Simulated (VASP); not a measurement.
The system is PtSe2.

```
CELL_PARAMETERS angstrom
3.72780 0.00000 0.00000
-1.86390 3.22837 0.00000
0.00000 0.00000 5.03130
ATOMIC_POSITIONS crystal
Pt 0.00000 0.00000 0.00000
Se 0.33333 0.66667 0.26021
Se 0.66667 0.33333 0.73979
```

Base run:

* Program: VASP 6.6.1
* Functional: r2SCAN
* Potentials or basis: VASP PAW PBE potentials, release 64 (Pt, Se)
* Cutoff: 520 eV
* k mesh: 14 × 14 × 9
* Occupations: fermi-dirac, width 0.05 eV
* Spin: no spin polarisation

Its results: band gap on the k mesh zero (bands 11 and 12 overlap by 0.50 eV); pressure 2.1 GPa; largest force 0.229 eV/Å.

**Question.** The run is repeated on the same cell with these changes: functional from r2SCAN to PBEsol. What comes out?

**Answer.** Band gap on the k mesh zero (bands 11 and 12 overlap by 0.66 eV); pressure -0.7 GPa; largest force 0.215 eV/Å.

Caveats: the PAW data sets were made with another functional, which shifts forces and pressure a little; spin-orbit coupling is left out, which moves the levels of the heavy elements.
